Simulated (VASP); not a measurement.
Input of a VASP 6.6.1 run:

INCAR

```
SYSTEM = Nb
PREC = Accurate
ENCUT = 600
EDIFF = 1E-6
ISMEAR = -1
SIGMA = 0.1
LREAL = .False.
LASPH = .True.
NELM = 60
ALGO = Normal
ISIF = 3
LWAVE = .False.
LCHARG = .False.
GGA = CA
IBRION = 2
NSW = 80
EDIFFG = -0.01
```

File KPOINTS:

```
Automatic mesh
0
Gamma
  12 12 4
  0 0 0
```

File POSCAR:

```
Nb
1.0
    2.9403180252      0.0000000000      0.0000000000
   -1.4701590126      2.5463901050      0.0000000000
    0.0000000000      0.0000000000      9.6030786702
Nb
4
Direct
    0.0000000000      0.0000000000      0.0000000000
    0.0000000000      0.0000000000      0.5000000000
    0.3333333333      0.6666666667      0.2500000000
    0.6666666667      0.3333333333      0.7500000000
```

Potentials or basis: VASP PAW LDA potentials, release 64 (Nb_sv).

Run with:

```sh
$ cat potpaw_LDA.64/Nb_sv/POTCAR > POTCAR
$ mpirun -np 1 vasp_std > vasp.out
```

Q: Estimate the band gap on the k mesh.

A: Zero (bands 26 and 27 overlap by 1.60 eV).

Q: Estimate the relaxed cell.

A: a = 2.804 Å, b = 2.804 Å, c = 10.358 Å, α = 90.00°, β = 90.00°, γ = 120.00°.

Q: What does it give for the relaxed volume?

A: 17.63 Å³/atom.

Q: What does it give for the space group after relaxing (to 0.1 Å)?

A: P6_3/mmc (No. 194).

The path:
```csv
step,energy change (eV),largest force (eV/Å),pressure (GPa),volume (Å³)
1,0.0000,0.0000,-2.82,71.90
2,-0.0103,0.0000,5.67,68.65
3,-0.0250,0.0000,1.83,70.04
4,-0.0774,0.0000,2.58,69.68
5,-0.1712,0.0000,6.11,68.35
6,-0.1766,0.0000,4.48,68.84
7,-0.1817,0.0000,5.16,68.62
8,-0.2056,0.0000,2.04,69.81
9,-0.2056,0.0000,1.97,69.84
10,-0.2124,0.0000,0.87,70.22
11,-0.2140,0.0000,0.03,70.52
```
